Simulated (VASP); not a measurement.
Wanted: the native input for a VASP 6.6.1 run.

```yaml
Task: single point
Functional: LDA
Potentials_or_basis: VASP PAW LDA potentials, release 64 (Rh_sv_GW)
Cutoff: 530 eV
k_mesh: 9 × 9 × 9
Occupations: gaussian, width 0.1 eV
Spin: no spin polarisation
Dipole_correction: no
Second_run: valence_matched
Further_INCAR_settings: ALGO = Normal; EDIFF = 1e-06; NBANDS = 14
```

The structure of Rh lies in POSCAR:

```
Rh
1.0
    0.0000000000      1.8657635431      1.8657635431
    1.8657635431      0.0000000000      1.8657635431
    1.8657635431      1.8657635431      0.0000000000
Rh
1
Direct
    0.0000000000      0.0000000000      0.0000000000
```

The input as run:

INCAR

```
ALGO = Normal ; EDIFF = 1E-6
ENCUT = 530 ; GGA = CA
GGA_COMPAT = F ; ISIF = 2
ISMEAR = 0 ; LASPH = T
LCHARG = F ; LREAL = F
LWAVE = F ; NBANDS = 14
NELM = 120 ; PREC = Accurate
SIGMA = 0.1
```

KPOINTS

```
k-points
0
Gamma
  9 9 9
```

Potentials or basis: VASP PAW LDA potentials, release 64 (Rh_sv_GW).

Command:

```sh
$ cat potpaw_LDA.64/Rh_sv_GW/POTCAR > POTCAR
$ mpirun -np 1 vasp_std > vasp.out
```

It gave:

```json
{"Pressure": "4.0 GPa"}
```

Run time: 5.4 s on 1 thread of Intel(R) Xeon(R) Platinum 8375C CPU @ 2.90GHz (Ice Lake) (shared host), peak memory 0.13 GiB.
